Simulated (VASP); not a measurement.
Input of a VASP 6.6.1 run:

Contents of INCAR:

```
SYSTEM = PbO2
  PREC = Accurate
  ENCUT = 1340
  EDIFF = 1E-6
  ISMEAR = 0
  SIGMA = 0.1
  LREAL = .False.
  LASPH = .True.
  NELM = 200
  ALGO = Normal
  ISIF = 2
  LWAVE = .False.
  LCHARG = .False.
  ISPIN = 2
  MAGMOM = -0.01 0.16 0.16
  LORBIT = 11
  LDAU = .True.
  LDAUTYPE = 2
  LDAUL = -1 1
  LDAUU = 0 5.3
  LDAUJ = 0 0
  LDAUPRINT = 1
  NBANDS = 24
  GGA_COMPAT = .False.
```

Contents of KPOINTS:

```
Automatic mesh
0
Gamma
  2 2 2
  0 0 0
```

Contents of POSCAR:

```
PbO2
1.0
    0.0000000000      2.7019920000      2.7019920000
    2.7019920000      0.0000000000      2.7019920000
    2.7019920000      2.7019920000      0.0000000000
Pb O
1 2
Direct
    0.0000000000      0.0000000000      0.0000000000
    0.2500000000      0.2500000000      0.2500000000
    0.7500000000      0.7500000000      0.7500000000
```

Potentials or basis: VASP PAW LDA potentials, release 64 (Pb_d, O_h).

Run with:

```bash
$ cat potpaw_LDA.64/Pb_d/POTCAR potpaw_LDA.64/O_h/POTCAR > POTCAR
$ mpirun -np 1 vasp_std > vasp.out
```

Task: What does it give for the site moments?

Result: Pb -0.02; O +0.09 μB.

Task: Predict the net moment.

Result: 0.25 μB per cell.

Task: Estimate the pressure.

Result: -5.4 GPa.

Caveat: the k points lie up to 1.01 Å⁻¹ apart, too coarse for converged energies, forces and pressures; a moment this small can come from the mesh or the smearing. The state reached can hang on the start; a lower one may exist.
